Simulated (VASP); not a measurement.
Set up this calculation in VASP 6.6.1, as the native input.

```yaml
Task: single point
Functional: PBE
Potentials_or_basis: VASP PAW PBE potentials, release 64 (Pb_d, Se)
Cutoff: 520 eV
k_mesh: 4 × 4 × 4
Occupations: gaussian, width 0.01 eV
Spin: no spin polarisation
Dipole_correction: no
Further_INCAR_settings: ALGO = Normal; EDIFF = 1e-07; NBANDS = 17
```

The structure of PbSe lies in POSCAR:

```
PbSe
1.0
    0.0000000000      3.4232041378      3.4232041378
    3.4232041378      0.0000000000      3.4232041378
    3.4232041378      3.4232041378      0.0000000000
Pb Se
1 1
Direct
    0.0000000000      0.0000000000      0.0000000000
    0.2500000000      0.2500000000      0.2500000000
```

The input as run:

INCAR

```
SYSTEM = PbSe
PREC = Accurate
ENCUT = 520
EDIFF = 1E-7
ISMEAR = 0
SIGMA = 0.01
LREAL = .FALSE.
LASPH = .TRUE.
NELM = 80
ALGO = Normal
ISIF = 2
LWAVE = .FALSE.
LCHARG = .FALSE.
GGA = PE
NBANDS = 17
```

KPOINTS

```
regular mesh
0
G
  4 4 4
  0 0 0
```

Potentials or basis: VASP PAW PBE potentials, release 64 (Pb_d, Se).

Launch:

```bash
$ cat potpaw_PBE.64/Pb_d/POTCAR potpaw_PBE.64/Se/POTCAR > POTCAR
$ mpirun -np 1 vasp_std > vasp.out
```

It gave:

| Quantity | Value |
| --- | --- |
| Pressure | 0.7 GPa |
| Band gap on the k mesh | 0.62 eV (least direct gap 1.15 eV) |

Caveat: the structure was generated, so it needn't be the stable form of PbSe; spin-orbit coupling is left out, which moves the levels of the heavy elements.

It took 7.5 s on 1 thread of AMD EPYC 9R45 96-Core Processor (Zen 5), with other jobs on the host, peak memory 0.17 GiB.
